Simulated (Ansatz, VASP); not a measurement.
# CdTe: VASP beside Ansatz

```xyz
2
Lattice="0.0000 3.3087 3.3087 3.3087 0.0000 3.3087 3.3087 3.3087 0.0000" Properties=species:S:1:pos:R:3 pbc="T T T"
Cd    0.0000    0.0000    0.0000
Te    4.9630    4.9630    4.9630
```

Alike in both runs: task single point; functional PBE; k mesh 10 × 10 × 10; occupations gaussian, width 0.05 eV; no spin polarisation.

|  | VASP | Ansatz |
| --- | --- | --- |
| version | VASP 6.6.1 | Ansatz 0.2.0 |
| potentials or method | VASP PAW PBE potentials, release 64 (Cd, Te), cutoff 520 eV | scalar-relativistic, plane waves, PAW |
| valence electrons in the cell | 18 | 36 |

```tsv
	VASP	Ansatz	Ansatz less VASP
gap on the k mesh at the Fermi level (eV)	0.58	0.59	+0.003
least direct gap on the mesh (eV)	0.58	0.59	+0.003
pressure (GPa)	0.1	0.0	-0.10
```

With one functional, cell and mesh, what is left measures potentials, basis and numerics. VASP's potentials hold 18 valence electrons a cell and Ansatz's 36, so a difference there can come from the potentials and not from the codes.

Spin-orbit coupling is off throughout.
